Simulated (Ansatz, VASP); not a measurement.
Two plane-wave programs on Li2S

The input POSCAR:

```
Li2S
1.0
    0.0000000000      2.7564687222      2.7564687222
    2.7564687222      0.0000000000      2.7564687222
    2.7564687222      2.7564687222      0.0000000000
Li S
2 1
Direct
    0.2500000000      0.2500000000      0.2500000000
    0.7500000000      0.7500000000      0.7500000000
    0.0000000000      0.0000000000      0.0000000000
```

The input INCAR.step1:

```
PREC = Accurate
ENCUT = 830
ISMEAR = 0
SIGMA = 0.02
LREAL = F
LASPH = T
NELM = 120
NBANDS = 13
GGA = PE
ALGO = Normal
EDIFF = 1E-5
LWAVE = T
LCHARG = F
GGA_COMPAT = F
```

Contents of INCAR.step2:

```
PREC = Accurate
ENCUT = 830
EDIFF = 1E-6
ISMEAR = 0
SIGMA = 0.02
LREAL = F
LASPH = T
NELM = 120
ALGO = Normal
ISIF = 2
LWAVE = F
LCHARG = T
METAGGA = R2SCAN
LMIXTAU = T
LELF = T
LVHAR = T
NBANDS = 13
ISTART = 1
GGA_COMPAT = F
```

File KPOINTS:

```
regular mesh
0
Gamma
  8 8 8
```

Input for Ansatz:

```yaml
crystal:
  lattice:
    - [0.0, 2.7564687222, 2.7564687222]
    - [2.7564687222, 0.0, 2.7564687222]
    - [2.7564687222, 2.7564687222, 0.0]
  atoms:
    - { symbol: Li, position: [0.25, 0.25, 0.25] }
    - { symbol: Li, position: [0.75, 0.75, 0.75] }
    - { symbol: S, position: [0.0, 0.0, 0.0] }
basis:
  ecutwfc: 500
kpoints:
  mp_grid: { grid: [8, 8, 8] }
hamiltonian:
  xc: r2scan
scf:
  occupations: { method: gaussian, width: 0.02 }
output:
  forces: true
  stress: true
  eigenvalues: true
```

Alike in both runs: task single point; functional r2SCAN; k mesh 8 × 8 × 8; occupations gaussian, width 0.02 eV; no spin polarisation.

```csv
,VASP,Ansatz
version,VASP 6.6.1,Ansatz 0.2.0
potentials or method,"VASP PAW PBE potentials, release 64 (Li_sv, S), cutoff 830 eV","scalar-relativistic, plane waves, PAW"
valence electrons in the cell,12,12
```

```tsv
	VASP	Ansatz	Ansatz less VASP
gap on the k mesh at the Fermi level (eV)	3.79	3.80	+0.011
least direct gap on the mesh (eV)	5.43	5.43	+0.003
pressure (GPa)	4.6	4.8	+0.20
```

VASP's potentials were made for PBE, not for r2SCAN.
